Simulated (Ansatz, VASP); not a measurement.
## Si: VASP beside Ansatz

The input INCAR:

```
  ALGO = Normal
  EDIFF = 1E-6
  ENCUT = 520
  GGA = CA
  ISIF = 2
  ISMEAR = 0
  LASPH = True
  LCHARG = False
  LREAL = False
  LWAVE = False
  NBANDS = 11
  NELM = 100
  PREC = Accurate
  SIGMA = 0.15
```

The input KPOINTS:

```
k-points
0
Gamma
  26 26 26
```

Contents of POSCAR:

```
Si
1.0
   -2.4300637654      2.4300637654      1.3052992317
    2.4300637654     -2.4300637654      1.3052992317
    2.3347671472      2.3347671472     -1.3052992317
Si
2
Direct
    0.2500000000      0.7500000000      0.5000000000
    0.5000000000      0.5000000000      0.0000000000
```

Input for Ansatz:

```yaml
crystal:
  lattice:
    - [-2.4300637654, 2.4300637654, 1.3052992317]
    - [2.4300637654, -2.4300637654, 1.3052992317]
    - [2.3347671472, 2.3347671472, -1.3052992317]
  atoms:
    - { symbol: Si, position: [0.25, 0.75, 0.5] }
    - { symbol: Si, position: [0.5, 0.5, 0.0] }
basis:
  ecutwfc: 420
kpoints:
  mp_grid: { grid: [26, 26, 26] }
hamiltonian:
  xc: lda
scf:
  occupations: { method: gaussian, width: 0.15 }
output:
  forces: true
  stress: true
  eigenvalues: true
```

Change from the starting cell: strain -0.0400 x Voigt [0, 0, 0, 0, 0, 1], atoms carried along.

Alike in both runs: task single point; functional LDA; k mesh 26 × 26 × 26; occupations gaussian, width 0.15 eV; no spin polarisation.

|  | VASP | Ansatz |
| --- | --- | --- |
| version | VASP 6.6.1 | Ansatz 0.2.0 |
| potentials or method | VASP PAW LDA potentials, release 64 (Si), cutoff 520 eV | scalar-relativistic, plane waves, PAW |
| valence electrons in the cell | 8 | 8 |

```tsv
	VASP	Ansatz	Ansatz less VASP
gap on the k mesh at the Fermi level (eV)	none	none	-
pressure (GPa)	0.0	-0.1	-0.08
traceless stress, the component that is largest in VASP (GPa)	3.30	3.29	-0.004
```

LDA's correlation is that of Perdew and Zunger in VASP and of Perdew and Wang (1992) in Ansatz. A gap of «none» marks a metal or a gap that the smearing closes.
